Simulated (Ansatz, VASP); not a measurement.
MoS: VASP beside Ansatz

INCAR

```
PREC = Accurate ; ENCUT = 520
EDIFF = 1E-6 ; ISMEAR = 0
SIGMA = 0.1 ; LREAL = F
LASPH = T ; NELM = 150
ALGO = Normal ; ISIF = 2
LWAVE = F ; LCHARG = T
ISPIN = 2 ; MAGMOM = 2 -2 0 0
LORBIT = 11 ; LMAXMIX = 4
GGA = PE ; LELF = T
LVHAR = T ; NBANDS = 32
```

The input KPOINTS:

```
Automatic mesh
0
Gamma
  14 14 7
```

The input POSCAR:

```
MoS
1.0
    0.0000000000      2.4784774199      2.4784774199
    2.4784774199      0.0000000000      2.4784774199
    4.9569548398      4.9569548398      0.0000000000
Mo S
2 2
Direct
    1.0000000000      0.0000000000      0.0000000000
    1.0000000000      0.0000000000      0.5000000000
    0.5000000000      0.5000000000      0.2500000000
    0.5000000000      0.5000000000      0.7500000000
```

Input for Ansatz:

```yaml
crystal:
  lattice:
    - [0.0, 2.4784776114, 2.4784776114]
    - [2.4784776114, 0.0, 2.4784776114]
    - [4.9569552227, 4.9569552227, 0.0]
  atoms:
    - { symbol: Mo, position: [0.0, 1.0, 1.0], spin: 2.0 }
    - { symbol: S, position: [0.5, 0.5, 0.25] }
    - { symbol: Mo, position: [0.0, 1.0, 0.5], spin: -2.0 }
    - { symbol: S, position: [0.5, 0.5, 0.75] }
basis:
  ecutwfc: 420
kpoints:
  mp_grid: { grid: [14, 14, 7] }
hamiltonian:
  xc: pbe
scf:
  occupations: { method: gaussian, width: 0.1 }
  lower_state_search: "off"
output:
  forces: true
  stress: true
  eigenvalues: true
  populations: true
magnetization:
  spin_polarized: true
```

Alike in both runs: task single point; functional PBE; k mesh 14 × 14 × 7; occupations gaussian, width 0.1 eV; collinear spin.

```csv
,VASP,Ansatz
version,VASP 6.6.1,Ansatz 0.2.0
potentials or method,"VASP PAW PBE potentials, release 64 (Mo_sv, S), cutoff 520 eV","scalar-relativistic, plane waves, PAW"
valence electrons in the cell,40,40
```

```csv
,VASP,Ansatz,Ansatz less VASP
gap on the k mesh at the Fermi level (eV),none,none,-
pressure (GPa),0.1,0.0,-0.09
net moment per atom (μB),0.00,0.00,0.000
```

A gap of «none» marks a metal or a gap that the smearing closes. Ansatz's warnings: seeded moment not kept.
